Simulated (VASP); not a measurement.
# TaS2 in VASP: notebook, part 2 of 2

VASP 6.6.1. Earlier steps stand in the parts before.

## (4) Relaxation of the atoms, PBE

This run uses another cell than the first one.

Contents of INCAR:

```
SYSTEM = TaS2
PREC     = Accurate       ! precision mode
ENCUT    = 450            ! plane-wave cutoff, eV
EDIFF    = 1E-7           ! SCF threshold, eV
ISMEAR   = 0              ! smearing method
SIGMA    = 0.05           ! smearing width, eV
LREAL    = .False.        ! projectors in reciprocal space
LASPH    = .True.         ! aspherical terms in the spheres
NELM     = 120            ! most SCF steps
ALGO     = Normal         ! electronic algorithm
ISIF     = 2              ! what is computed and relaxed
LWAVE    = .False.        ! write WAVECAR
LCHARG   = .False.        ! write CHGCAR
LDIPOL   = .True.       
IDIPOL   = 3            
DIPOL    = 0.5 0.5 0.500
GGA      = PE             ! functional
IBRION   = 2              ! ionic algorithm
NSW      = 80             ! ionic steps
EDIFFG   = -0.003         ! ionic threshold
GGA_COMPAT= .False.      
NELMIN   = 4            
NELMDL   = -8
```

Contents of KPOINTS:

```
regular mesh
0
Gamma
  12 12 1
  0 0 0
```

Contents of POSCAR:

```
TaS2
1.0
    3.3500000000      0.0000000000      0.0000000000
   -1.6750000000      2.9011851000      0.0000000000
    0.0000000000      0.0000000000     25.8599999930
S Ta
2 1
Direct
    0.6666666670      0.3333333330      0.4433488013
    0.3333333330      0.6666666670      0.5566511987
    0.0000000000      0.0000000000      0.5000000000
```

Potentials or basis: VASP PAW PBE potentials, release 64 (S, Ta_pv).

The run is started by

```sh
cat potpaw_PBE.64/S/POTCAR potpaw_PBE.64/Ta_pv/POTCAR > POTCAR
mpirun -np 1 vasp_std > vasp.out
```

OUTCAR:

```text
SYSTEM = TaS2
   PREC = Accurate
   ENCUT = 450
   EDIFF = 1E-7
   ISMEAR = 0
   LREAL = .False.
   LASPH = .True.
   NELM = 120
   ISIF = 2
   GGA = PE
   IBRION = 2
   NSW = 80
   EDIFFG = -0.003
   NELMIN = 4
   NELMDL = -8

 ion  position               nearest neighbor table
   1  0.667  0.333  0.443-   3 2.43   3 2.43   3 2.43
   2  0.333  0.667  0.557-   3 2.43   3 2.43   3 2.43
   3  0.000  0.000  0.500-   1 2.43   2 2.43   2 2.43   1 2.43   1 2.43   2 2.43

  LATTYP: Found a hexagonal cell.
 ALAT       =     3.3500000000
 C/A-ratio  =     7.7194029830

  Lattice vectors:

 A1 = (   3.3500000000,   0.0000000000,   0.0000000000)
 A2 = (  -1.6750000000,   2.9011851000,   0.0000000000)
 A3 = (   0.0000000000,   0.0000000000,  25.8599999930)

Analysis of symmetry for initial positions (statically):
=====================================================================
 Subroutine PRICEL returns:
 Original cell was already a primitive cell.

 Routine SETGRP: Setting up the symmetry group for a
 hexagonal supercell.

 Subroutine GETGRP returns: Found 12 space group operations
 (whereof 12 operations were pure point group operations)
 out of a pool of 24 trial point group operations.

The static configuration has the point symmetry D_3d.

Analysis of symmetry for dynamics (positions and initial velocities):
=====================================================================
 Subroutine PRICEL returns:
 Original cell was already a primitive cell.

 Routine SETGRP: Setting up the symmetry group for a
 hexagonal supercell.

 Subroutine GETGRP returns: Found 12 space group operations
 (whereof 12 operations were pure point group operations)
 out of a pool of 24 trial point group operations.

The dynamic configuration has the point symmetry D_3d.

 Subroutine INISYM returns: Found 12 space group operations
[... 150 lines left out ...]
  -------------------------------------------------------------------------------------
  Total        2.6882723      2.6882723      3.8228447     -0.0000000     -0.0000000     -0.0000000
  in kB       17.1370107     17.1370107     24.3696043     -0.0000000     -0.0000000     -0.0000000
  external PRESSURE =      19.5478752 kB  Pullay stress =       0.0000000 kB
[... 92 lines left out ...]
  FREE ENERGIE OF THE ION-ELECTRON SYSTEM (eV)
  ---------------------------------------------------
  free  energy   TOTEN  =       -23.1478524514 eV

  energy  without entropy=      -23.1452281559  energy(sigma->0) =      -23.14654030

 dipolmoment           0.000000      0.000000      0.000000 electrons x Angstroem

[... ionic steps 4 to 15 ...]

--------------------------------------- Ionic step       16  -------------------------------------------

 number of electron      23.0000001 magnetization

------------------------ aborting loop because EDIFF is reached ----------------------------------------
[... 69 lines left out ...]
--------------------------------------- Ionic step       18  -------------------------------------------

 number of electron      23.0000001 magnetization

 dipolmoment           0.000000      0.000000     -0.000000 electrons x Angstroem

 Free energy of the ion-electron system (eV)
  ---------------------------------------------------
  ext. energy  EPLUGINS =         0.00000000
  ---------------------------------------------------
  free energy    TOTEN  =       -23.14785397 eV

  energy without entropy =      -23.14523134  energy(sigma->0) =      -23.14654265

 E-fermi :  -2.5735     XC(G=0):  -2.8199

 val. band max:       -2.5915892983   @ k =   0.1667   0.0833   0.0000
 cond. band min:      -2.5298208372   @ k =   0.4167   0.1667   0.0000
 fundamental gap:      0.0617684611
 Fermi energy:        -2.5735202444

 k-point     1 :       0.0000    0.0000    0.0000
  band No.  band energies     occupation
      1     -37.9304      2.00000
      2     -37.9151      2.00000
      3     -37.9151      2.00000
      4     -17.3269      2.00000
      5     -15.8775      2.00000
      6      -8.8735      2.00000
      7      -6.3726      2.00000
      8      -6.3726      2.00000
      9      -5.2776      2.00000
     10      -3.3089      2.00000
     11      -3.3089      2.00000
     12      -2.4509      0.00052
     13      -2.4509      0.00052
     14      -2.2670      0.00000
[... 313 lines left out ...]
      4     -15.3657      2.00000
      5     -15.3657      2.00000
      6      -8.0329      2.00000
      7      -7.8486      2.00000
      8      -7.8486      2.00000
      9      -6.2412      2.00000
     10      -6.2412      2.00000
     11      -6.0647      2.00000
     12      -1.1270      0.00000
     13      -0.9851      0.00000
     14      -0.9851      0.00000
     15       1.8003      0.00000

------------------------ aborting loop because EDIFF is reached ----------------------------------------

 vacuum level on the upper side and lower side of the slab       (xc-potential included)        -0.035        -0.035

  FORCE on cell =-STRESS in cart. coord.  units (eV):
  Direction    XX          YY          ZZ          XY          YZ          ZX
  --------------------------------------------------------------------------------------
  -------------------------------------------------------------------------------------
  Total        0.6408015      0.6408015     -0.0256571     -0.0000000      0.0000000      0.0000000
  in kB        4.0849368      4.0849368     -0.1635569     -0.0000000      0.0000000      0.0000000
  external PRESSURE =       2.6687722 kB  Pullay stress =       0.0000000 kB
[... 18 lines left out ...]
  FREE ENERGIE OF THE ION-ELECTRON SYSTEM (eV)
  ---------------------------------------------------
  free  energy   TOTEN  =       -23.1478539705 eV

  energy  without entropy=      -23.1452313372  energy(sigma->0) =      -23.14654265

 reached required accuracy - stopping structural energy minimisation

 vacuum level on the upper side and lower side of the slab         2.396         2.396
```

OSZICAR:

```text
N       E                     dE             d eps       ncg     rms          rms(c)
DAV:   1     0.137592007333E+03    0.13759E+03   -0.96250E+03   722   0.993E+02
DAV:   2    -0.933171865381E+01   -0.14692E+03   -0.14503E+03   792   0.217E+02
DAV:   3    -0.243687063096E+02   -0.15037E+02   -0.14864E+02   780   0.705E+01
[... 144 lines left out ...]
DAV:   1    -0.231478529819E+02   -0.46835E-06   -0.16126E-04   570   0.679E-02    0.104E-02
DAV:   2    -0.231478537454E+02   -0.76350E-06   -0.81078E-06   717   0.181E-02    0.447E-03
DAV:   3    -0.231478538279E+02   -0.82437E-07   -0.11168E-07   446   0.269E-03    0.301E-03
DAV:   4    -0.231478539959E+02   -0.16806E-06   -0.13162E-07   362   0.228E-03    0.481E-04
DAV:   5    -0.231478539705E+02    0.25403E-07   -0.25062E-08   285   0.120E-03
  18 F= -.23147854E+02 E0= -.23146543E+02  d E =-.244651E-04
```

Run time: 10 min. Hardware: 1 thread of Intel Xeon 8259CL, shared host; peak memory 0.35 GiB.

What came out:

| Quantity | Value |
| --- | --- |
| Free energy | -23.1479 eV |
| Energy gained by relaxing | 34.3 meV/atom |
| Ionic steps | 18 |
| Band gap on the k mesh | zero (an odd number of electrons rules out a gap without spin polarisation) |

The path:
| step | energy change (eV) | largest force (eV/Å) | pressure (GPa) |
| --- | --- | --- | --- |
| 1 | 0.0000 | 1.3138 | 1.95 |
| 2 | -0.0987 | 0.2581 | 0.59 |
| 3 | -0.1028 | 0.0038 | 0.26 |
| 4 | -0.1028 | 0.0216 | 0.29 |
| 5 | -0.1028 | 0.0211 | 0.29 |
| 6 | -0.1028 | 0.0203 | 0.29 |
| 7 | -0.1028 | 0.0203 | 0.29 |
| 8 | -0.1028 | 0.0202 | 0.29 |
| 9 | -0.1028 | 0.0202 | 0.29 |
| 10 | -0.1028 | 0.0200 | 0.29 |
| 11 | -0.1028 | 0.0199 | 0.29 |
| 12 | -0.1028 | 0.0195 | 0.29 |
| 13 | -0.1028 | 0.0188 | 0.29 |
| 14 | -0.1028 | 0.0173 | 0.29 |
| 15 | -0.1028 | 0.0143 | 0.28 |
| 16 | -0.1028 | 0.0080 | 0.28 |
| 17 | -0.1028 | 0.0043 | 0.26 |
| 18 | -0.1028 | 0.0002 | 0.27 |

Final structure:
```xyz
3
Lattice="3.3500 0.0000 0.0000 -1.6750 2.9012 0.0000 0.0000 0.0000 25.8600" Properties=species:S:1:pos:R:3 pbc="T T T"
S     1.6750    0.9671   11.3855
S     0.0000    1.9341   14.4745
Ta    0.0000    0.0000   12.9300
```

Caveat: spin-orbit coupling is left out, which moves the levels of the heavy elements.

## (5) Summary

```csv
task,spin,cell,cutoff (eV),gap on the mesh (eV),largest force (eV/Å)
single point,off,"a = 3.381, b = 3.381, c = 26.124 Å, angles 90.0, 90.0, 120.0°, 3 atoms, atomic positions A",400,none,0.01
single point,"non-collinear, zero start, SOC","a = 3.381, b = 3.381, c = 26.124 Å, angles 90.0, 90.0, 120.0°, 3 atoms, atomic positions A",400,-,0.02
relaxation of the atoms,off,"atoms relaxed from a = 3.350, b = 3.350, c = 25.860 Å, angles 90.0, 90.0, 120.0°, 3 atoms, atomic positions B",450,none,-
```

Alike in all rows: level PBE; potentials or basis VASP PAW PBE potentials, release 64 (S, Ta_pv); k mesh 12 × 12 × 1; smearing gaussian 0.05 eV.

Caveats: spin-orbit coupling is left out, which moves the levels of the heavy elements (at least some runs).

Total energies depend on the potentials used, so only differences within one code and one set of settings carry meaning.
